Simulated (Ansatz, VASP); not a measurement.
Two plane-wave programs on GaSb

```
Ga Sb
1.0
     0.00000    3.02443    3.02443
     3.02443    0.00000    3.02443
     3.02443    3.02443    0.00000
Ga Sb
1 1
Direct
  0.00000 0.00000 0.00000
  0.25000 0.25000 0.25000
```

Alike in both runs: functional LDA; k mesh 10 × 10 × 10; occupations gaussian, width 0.1 eV; no spin polarisation.

Ansatz relaxed the structure, and its values are those at the end. VASP's run is a single point on that final structure, the one shown.

|  | VASP | Ansatz |
| --- | --- | --- |
| version | VASP 6.6.1 | Ansatz 0.2.0 |
| potentials or method | VASP PAW LDA potentials, release 64 (Ga_d, Sb), cutoff 520 eV | scalar-relativistic, plane waves, PAW |
| valence electrons in the cell | 18 | 28 |

```csv
,VASP,Ansatz,Ansatz less VASP
gap on the k mesh at the Fermi level (eV),0.12,0.07,-0.051
least direct gap on the mesh (eV),0.12,0.07,-0.051
pressure (GPa),0.2,0.0,-0.19
```

Ansatz warns that its potentials were made for another functional, while VASP's fit it. LDA's correlation is that of Perdew and Zunger in VASP and of Perdew and Wang (1992) in Ansatz. VASP's potentials hold 18 valence electrons a cell and Ansatz's 28, so a difference there can come from the potentials and not from the codes.

Neither program's run includes spin-orbit coupling.
